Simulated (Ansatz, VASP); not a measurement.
## Sr: VASP beside Ansatz

```
Sr
1.0
    -2.35225    2.35225    2.38863
     2.35225   -2.35225    2.38863
     2.35225    2.35225   -2.38863
Sr
1
Cartesian
  0.0000 0.0000 0.0000
```

Change from the starting cell: strain -0.030 along x and y, -0.015 along z, atoms carried along.

Alike in both runs: task single point; functional r2SCAN; k mesh 14 × 14 × 14; occupations gaussian, width 0.15 eV; no spin polarisation.

```csv
,VASP,Ansatz
version,VASP 6.6.1,Ansatz 0.2.0
potentials or method,"VASP PAW PBE potentials, release 64 (Sr_sv), cutoff 520 eV","scalar-relativistic, plane waves, PAW"
valence electrons in the cell,10,10
```

```tsv
	VASP	Ansatz	Ansatz less VASP
gap on the k mesh at the Fermi level (eV)	none	none	-
pressure (GPa)	0.7	0.7	-0.01
```

VASP's potentials were made for PBE, not for r2SCAN. A gap of «none» marks a metal or a gap that the smearing closes.
